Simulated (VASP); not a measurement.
# Ca (I4/mmm) in VASP: further runs, part 2 of 2

VASP 6.6.1.

## 3. Relaxation of cell and atoms, r2SCAN+D4

Input file POSCAR:

```
Ca
1.0
   -2.2052049036      2.2052049036      2.1961148100
    2.2052049036     -2.2052049036      2.1961148100
    2.2052049036      2.2052049036     -2.1961148100
Ca
1
Direct
    0.5000000000      0.5000000000      0.0000000000
```

Input file INCAR.step1:

```
PREC     = Accurate       # precision mode
ENCUT    = 600            # plane-wave cutoff, eV
ISMEAR   = -1             # smearing method
SIGMA    = 0.05           # smearing width, eV
LREAL    = F              # projectors in reciprocal space
LASPH    = T              # aspherical terms in the spheres
NELM     = 80             # most SCF steps
GGA      = PE             # functional
ALGO     = Normal         # electronic algorithm
EDIFF    = 1E-4           # SCF threshold, eV
LWAVE    = T              # write WAVECAR
LCHARG   = F              # write CHGCAR
```

Input file INCAR.step2:

```
PREC     = Accurate       # precision mode
ENCUT    = 600            # plane-wave cutoff, eV
EDIFF    = 1E-6           # SCF threshold, eV
ISMEAR   = -1             # smearing method
SIGMA    = 0.05           # smearing width, eV
LREAL    = F              # projectors in reciprocal space
LASPH    = T              # aspherical terms in the spheres
NELM     = 80             # most SCF steps
ALGO     = Normal         # electronic algorithm
ISIF     = 3              # what is computed and relaxed
LWAVE    = F              # write WAVECAR
LCHARG   = F              # write CHGCAR
METAGGA  = R2SCAN         # meta-GGA
LMIXTAU  = T            
IVDW     = 13             # dispersion correction
VDW_S6   = 1.0          
VDW_S8   = 0.6018749    
VDW_A1   = 0.51559235   
VDW_A2   = 5.77342911   
IBRION   = 2              # ionic algorithm
NSW      = 60             # ionic steps
EDIFFG   = -0.01          # ionic threshold
ISTART   = 1
```

Input file KPOINTS:

```
regular mesh
0
Gamma
  9 9 9
```

Potentials or basis: VASP PAW PBE potentials, release 64 (Ca_sv).

On the command line:

```
$ cat potpaw_PBE.64/Ca_sv/POTCAR > POTCAR
$ cp INCAR.step1 INCAR
$ mpirun -np 1 vasp_std > vasp.out
$ cp INCAR.step2 INCAR
$ mpirun -np 1 vasp_std > vasp.out
```

OUTCAR:

```text
PREC = Accurate
   ENCUT = 600
   EDIFF = 1E-6
   ISMEAR = -1
   LREAL = F
   LASPH = T
   NELM = 80
   ISIF = 3
   METAGGA = R2SCAN
   IVDW = 13
   IBRION = 2
   NSW = 60
   EDIFFG = -0.01
   ISTART = 1

 ion  position               nearest neighbor table
   1  0.500  0.500  0.000-

  LATTYP: Found a body centered tetragonal cell.
 ALAT       =     4.4104098072
 C/A-ratio  =     0.9958778916

  Lattice vectors:

 A1 = (  -2.2052049036,   2.2052049036,   2.1961148100)
 A2 = (   2.2052049036,  -2.2052049036,   2.1961148100)
 A3 = (   2.2052049036,   2.2052049036,  -2.1961148100)

Analysis of symmetry for initial positions (statically):
=====================================================================
 Subroutine PRICEL returns:
 Original cell was already a primitive cell.

 Routine SETGRP: Setting up the symmetry group for a
 body centered tetragonal supercell.

 Subroutine GETGRP returns: Found 16 space group operations
 (whereof 16 operations were pure point group operations)
 out of a pool of 16 trial point group operations.

The static configuration has the point symmetry D_4h.

Analysis of symmetry for dynamics (positions and initial velocities):
=====================================================================
 Subroutine PRICEL returns:
 Original cell was already a primitive cell.

 Routine SETGRP: Setting up the symmetry group for a
 body centered tetragonal supercell.

 Subroutine GETGRP returns: Found 16 space group operations
 (whereof 16 operations were pure point group operations)
 out of a pool of 16 trial point group operations.

The dynamic configuration has the point symmetry D_4h.

 Subroutine INISYM returns: Found 16 space group operations
 (whereof 16 operations are pure point group operations),
 and found     1 'primitive' translations

----------------------------------------------------------------------------------------

                                     Primitive cell

  volume of cell :      42.7182

  direct lattice vectors                    reciprocal lattice vectors
    -2.205204904  2.205204904  2.196114810     0.000000000  0.226736300  0.227674800
     2.205204904 -2.205204904  2.196114810     0.226736300  0.000000000  0.227674800
     2.205204904  2.205204904 -2.196114810     0.226736300  0.226736300  0.000000000

  length of vectors
     3.814285987  3.814285987  3.814285987     0.321317855  0.321317855  0.320653550

  position of ions in fractional coordinates (direct lattice)
     0.500000000  0.500000000  0.000000000

  ion indices of the primitive-cell ions
   primitive index   ion index
                 1           1

----------------------------------------------------------------------------------------

 KPOINTS: regular mesh

Automatic generation of k-mesh.
 Grid dimensions read from file:
 generate k-points for:    9    9    9

 Generating k-lattice:

  Cartesian coordinates                     Fractional coordinates (reciprocal lattice)
     0.000000000  0.025192922  0.025297200     0.111111111 -0.000000000  0.000000000
     0.025192922  0.000000000  0.025297200    -0.000000000  0.111111111  0.000000000
     0.025192922  0.025192922  0.000000000     0.000000000  0.000000000  0.111111111

  Length of vectors
     0.035701984  0.035701984  0.035628172

  Shift w.r.t. Gamma in fractional coordinates (k-lattice)
     0.000000000  0.000000000  0.000000000

 Subroutine IBZKPT returns following result:
 ===========================================

 Found     75 irreducible k-points:

 Following reciprocal coordinates:
            Coordinates               Weight
  0.000000  0.000000  0.000000      1.000000
  0.111111  0.000000 -0.000000      8.000000
  0.222222  0.000000 -0.000000      8.000000
  0.333333  0.000000 -0.000000      8.000000
  0.444444  0.000000 -0.000000      8.000000
  0.111111  0.111111 -0.000000      8.000000
[... 16 lines left out ...]
 -0.333333  0.333333  0.000000      4.000000
  0.444444  0.444444 -0.000000      8.000000
 [... further k-points ...]
   k-points           NKPTS =     75   k-points in BZ     NKDIM =     75   number of bands    NBANDS=      9
   number of dos      NEDOS =    301   number of ions     NIONS =      1
   total plane-waves  NPLWV =  27000
   dimension x,y,z NGX =    30 NGY =   30 NGZ =   30
   dimension x,y,z NGXF=    60 NGYF=   60 NGZF=   60
   ions per type =               1
   NGX,Y,Z   is equivalent  to a cutoff of  13.08, 13.08, 13.08 a.u.
   NGXF,Y,Z  is equivalent  to a cutoff of  26.15, 26.15, 26.15 a.u.
 SYSTEM =  unknown system
   PREC   = accura    normal or accurate (medium, high low for compatibility)
   ISTART =      1    job   : 0-new  1-cont  2-samecut
   ICHARG =      0    charge: 1-file 2-atom 10-const
   ISPIN  =      1    spin polarized calculation?
   LNONCOLLINEAR =      F non collinear calculations
   LSORBIT =      F    spin-orbit coupling
   LASPH  =      T    aspherical Exc in radial PAW
   ENCUT  =  600.0 eV  44.10 Ry    6.64 a.u.   7.62  7.62  7.62*2*pi/ulx,y,z
   NELM   =     80;   NELMIN=  2; NELMDL=  0     # of ELM steps
   EDIFF  = 0.1E-05   stopping-criterion for ELM
   LREAL  =      F    real-space projection
   EDIFFG = -.1E-01   stopping-criterion for IOM
   NSW    =     60    number of steps for IOM
   IBRION =      2    ionic relax: 0-MD 1-quasi-New 2-CG
   NFREE  =      1    steps in history (QN), initial steepest desc. (CG)
   ISIF   =      3    stress and relaxation
   ISYM   =      2    0-nonsym 1-usesym 2-fastsym
   POTIM  = 0.5000    time-step for ionic-motion
   TEBEG  =    0.0;   TEEND  =   0.0 temperature during run
   PSTRESS=    0.0 pullay stress
   NELECT =      10.0000    total number of electrons
   NUPDOWN=      -1.0000    fix difference up-down
   EMIN   =  10.00;   EMAX   =-10.00  energy-range for DOS
   EFERMI =   0.00;   METHOD = LEGACY
   ISMEAR =    -1;   SIGMA  =   0.05  broadening in eV -4-tet -1-fermi 0-gaus
   EFERMI_NEDOS =   21; number of points for ismear=-14 and -15
   IALGO  =     38    algorithm
   IMIX   =      4    mixing-type and parameters
     AMIX     =   0.40;   BMIX     =  1.00
     AMIX_MAG =   1.60;   BMIX_MAG =  1.00
  volume/ion in A,a.u.               =      42.72       288.28
  Fermi-wavevector in a.u.,A,eV,Ry     =   1.008952  1.906643 13.850516  1.017984
  Thomas-Fermi vector in A             =   2.141851
   LORBIT       =      0    0 simple, 1 ext, 2 COOP (PROOUT), +10 PAW based schemes
   METAGGA = R2SCAN    functional components
   LHFCALC =     F    Hartree Fock is set to
   AEXX    =    0.0000 exact exchange contribution
   IVDW    =    13    specifies the selected vdW correction
   LEPSILON=     F    determine dielectric tensor
   LRPA    =     F    only Hartree local field effects (RPA)
 conjugate gradient relaxation of ions
 non-spin polarized calculation
  energy-cutoff  :      600.00
  volume of cell :       42.72
 maximum number of plane-waves:      1448
   NGX = 15   NGY = 15   NGZ = 15

--------------------------------------- Ionic step        1  -------------------------------------------

 number of electron      10.0000001 magnetization

 Free energy of the ion-electron system (eV)
  ---------------------------------------------------
  ext. energy  EPLUGINS =         0.00000000
  ---------------------------------------------------
  free energy    TOTEN  =        -7.02251669 eV

  energy without entropy =       -7.01045659  energy(sigma->0) =       -7.01648664

------------------------ aborting loop because EDIFF is reached ----------------------------------------

  DFT-D4 for vdW energy calculation

  Edisp (eV):   -0.05487
[... 108 lines left out ...]
--------------------------------------- Ionic step        4  -------------------------------------------

 number of electron      10.0000002 magnetization

 Free energy of the ion-electron system (eV)
  ---------------------------------------------------
  ext. energy  EPLUGINS =         0.00000000
  ---------------------------------------------------
  free energy    TOTEN  =        -7.02309243 eV

  energy without entropy =       -7.01117406  energy(sigma->0) =       -7.01713324

 E-fermi :   1.9771     XC(G=0):  -8.1534

 val. band max:        1.9144618692   @ k =   0.2222   0.2222   0.2222
 cond. band min:       1.9918101506   @ k =   0.3333   0.2222   0.1111
 fundamental gap:      0.0773482814
 Fermi energy:         1.9771473088

 k-point     1 :       0.0000    0.0000    0.0000
  band No.  band energies     occupation
      1     -41.9203      2.00000
      2     -21.9488      2.00000
      3     -21.9484      2.00000
      4     -21.9484      2.00000
      5      -2.3298      2.00000
      6       4.5872      0.00000
      7       4.6048      0.00000
      8       4.6048      0.00000
      9       5.6612      0.00000
[... 265 lines left out ...]
 k-point    24 :       0.4444    0.4444   -0.0000
  band No.  band energies     occupation
      1     -41.9056      2.00000
      2     -22.0804      2.00000
      3     -21.9990      2.00000
      4     -21.9541      2.00000
      5       1.2695      2.00000
      6       1.8319      1.89611
      7       3.4897      0.00000
      8       5.5181      0.00000
      9       5.9650      0.00000

 [... further k-points ...]

------------------------ aborting loop because EDIFF is reached ----------------------------------------

  DFT-D4 for vdW energy calculation

  Edisp (eV):   -0.05443
[... 24 lines left out ...]
  FREE ENERGIE OF THE ION-ELECTRON SYSTEM (eV)
  ---------------------------------------------------
  free  energy   TOTEN  =        -7.0775237370 eV

  energy  without entropy=       -7.0656053663  energy(sigma->0) =       -7.07156455

 reached required accuracy - stopping structural energy minimisation
```

It took 5.3 min on 1 thread of Intel Xeon Platinum 8375C at 2.90GHz (Ice Lake), shared host; peak memory 0.2 GiB.

Results:

```yaml
Free_energy: -7.0775 eV
Relaxed_volume: 43.06 Å³/atom
Relaxed_cell: a = 3.825 Å, b = 3.825 Å, c = 3.825 Å, α = 109.37°, β = 109.37°, γ = 109.67°
Space_group_after_relaxing_to_0.1_Å: Im-3m (No. 229)
Energy_gained_by_relaxing: 0.1 meV/atom
Ionic_steps: 4
Pressure_after_relaxing: 0.0 GPa
Band_gap_on_the_k_mesh: zero (bands 5 and 6 overlap by 0.30 eV)
Dispersion_energy_per_atom: -0.054 eV
```

The path:
| step | energy change (eV) | largest force (eV/Å) | pressure (GPa) | volume (Å³) |
| --- | --- | --- | --- | --- |
| 1 | 0.0000 | 0.0000 | 0.13 | 42.72 |
| 2 | -0.0001 | 0.0000 | 0.04 | 42.93 |
| 3 | -0.0001 | 0.0000 | 0.03 | 42.98 |
| 4 | -0.0001 | 0.0000 | -0.02 | 43.06 |

Final structure:
```yaml
crystal:
  lattice:
    - [-2.21087, 2.21087, 2.20261]
    - [2.21087, -2.21087, 2.20261]
    - [2.21087, 2.21087, -2.20261]
  atoms:
    - { symbol: Ca, position: [0.50000, 0.50000, 0.00000] }
```

Caveat: the PAW data sets were made with another functional, which shifts forces and pressure a little.

The gap in the log of VASP goes by the Fermi energy; the results here count the filled bands.